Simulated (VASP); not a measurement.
Set up this calculation in VASP 6.6.1, as the native input.

```
Task                   : relaxation of cell and atoms
Functional             : PBEsol
Potentials or basis    : VASP PAW PBE potentials, release 64 (Zn, S)
Cutoff                 : 600 eV
k mesh                 : 12 × 12 × 8
Occupations            : fermi-dirac, width 0.08 eV
Spin                   : no spin polarisation
Dipole correction      : no
Further INCAR settings : ALGO = Normal; EDIFF = 1e-06; IBRION = 2; EDIFFG = -0.002; NSW = 100; ISIF = 3
```

The structure of ZnS lies in POSCAR:

```
ZnS
1.0
    3.8110000000      0.0000000000      0.0000000000
   -1.9055000000      3.3004228138      0.0000000000
    0.0000000000      0.0000000000      6.2340000000
Zn S
2 2
Direct
    0.3333333333      0.6666666667      0.0000000000
    0.6666666667      0.3333333333      0.5000000000
    0.3333333333      0.6666666667      0.3850000000
    0.6666666667      0.3333333333      0.8850000000
```

The input as run:

INCAR

```
PREC = Accurate ; ENCUT = 600
EDIFF = 1E-6 ; ISMEAR = -1
SIGMA = 0.08 ; LREAL = False
LASPH = True ; NELM = 60
ALGO = Normal ; ISIF = 3
LWAVE = False ; LCHARG = False
GGA = PS ; IBRION = 2
NSW = 100 ; EDIFFG = -0.002
```

KPOINTS

```
regular mesh
0
Gamma
  12 12 8
```

Potentials or basis: VASP PAW PBE potentials, release 64 (Zn, S).

Command:

```console
$ cat potpaw_PBE.64/Zn/POTCAR potpaw_PBE.64/S/POTCAR > POTCAR
$ mpirun -np 1 vasp_std > vasp.out
```

It gave:

```
Relaxed volume                         : 19.27 Å³/atom
Relaxed cell                           : a = 3.785 Å, b = 3.785 Å, c = 6.213 Å, α = 90.00°, β = 90.00°, γ = 120.00°
Space group after relaxing (to 0.05 Å) : P6_3mc (No. 186)
Energy gained by relaxing              : 6.5 meV/atom
Ionic steps                            : 35
Pressure after relaxing                : 0.0 GPa
Band gap on the k mesh                 : 2.15 eV, direct
```

Caveat: the PAW data sets were made with another functional, which shifts forces and pressure a little.

Wall time 27 min on 1 thread of AMD EPYC 9R45 (Zen 5) (shared host), peak memory 0.29 GiB.
